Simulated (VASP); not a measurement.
Wanted: the native input for a VASP 6.6.1 run.

* Task: single point
* Functional: r2SCAN
* Potentials or basis: VASP PAW PBE potentials, release 64 (Si, Ni)
* Cutoff: 520 eV
* k mesh: 4 × 4 × 4
* Occupations: gaussian, width 0.1 eV
* Spin: no spin polarisation
* Dipole correction: no
* Further INCAR settings: ALGO = Normal; EDIFF = 1e-07; NBANDS = 38

SiNi:

```xyz
8
Lattice="4.5037 0.0000 0.0000 0.0000 4.5037 0.0000 0.0000 0.0000 4.5037" Properties=species:S:1:pos:R:3 pbc="T T T"
Si    2.9417    0.6898    1.5620
Si    0.6898    1.5620    2.9417
Si    1.5620    2.9417    0.6898
Si    3.8139    3.8139    3.8139
Ni    1.5785    3.8304    2.9252
Ni    3.8304    2.9252    1.5785
Ni    2.9252    1.5785    3.8304
Ni    0.6733    0.6733    0.6733
```

The input as run:

POSCAR

```
SiNi
1.0
    4.5036940000      0.0000000000      0.0000000000
    0.0000000000      4.5036940000      0.0000000000
    0.0000000000      0.0000000000      4.5036940000
Si Ni
4 4
Direct
    0.6531700000      0.1531700000      0.3468300000
    0.1531700000      0.3468300000      0.6531700000
    0.3468300000      0.6531700000      0.1531700000
    0.8468300000      0.8468300000      0.8468300000
    0.3504960000      0.8504960000      0.6495040000
    0.8504960000      0.6495040000      0.3504960000
    0.6495040000      0.3504960000      0.8504960000
    0.1495040000      0.1495040000      0.1495040000
```

INCAR.step1

```
SYSTEM = SiNi
PREC = Accurate
ENCUT = 520
ISMEAR = 0
SIGMA = 0.1
LREAL = .False.
LASPH = .True.
NELM = 80
NBANDS = 38
GGA = PE
ALGO = Normal
EDIFF = 1E-4
LWAVE = .True.
LCHARG = .False.
```

INCAR.step2

```
SYSTEM = SiNi
PREC = Accurate
ENCUT = 520
EDIFF = 1E-7
ISMEAR = 0
SIGMA = 0.1
LREAL = .False.
LASPH = .True.
NELM = 80
ALGO = Normal
ISIF = 2
LWAVE = .False.
LCHARG = .False.
METAGGA = R2SCAN
LMIXTAU = .True.
NBANDS = 38
ISTART = 1
```

KPOINTS

```
regular mesh
0
Gamma
  4 4 4
  0 0 0
```

Potentials or basis: VASP PAW PBE potentials, release 64 (Si, Ni).

Launch:

```sh
$ cat potpaw_PBE.64/Si/POTCAR potpaw_PBE.64/Ni/POTCAR > POTCAR
$ cp INCAR.step1 INCAR
$ mpirun -np 1 vasp_std > vasp.out
$ cp INCAR.step2 INCAR
$ mpirun -np 1 vasp_std > vasp.out
```

It gave:

```yaml
Pressure: -4.9 GPa
Largest_force: 0.041 eV/Å
Band_gap_on_the_k_mesh: zero (bands 28 and 29 overlap by 1.29 eV)
```

Caveat: the cell stands under tension; the PAW data sets were made with another functional, which shifts forces and pressure a little.

It took 4 min on 1 thread of Intel Xeon 8259CL, with other jobs on the host, peak memory 0.22 GiB.
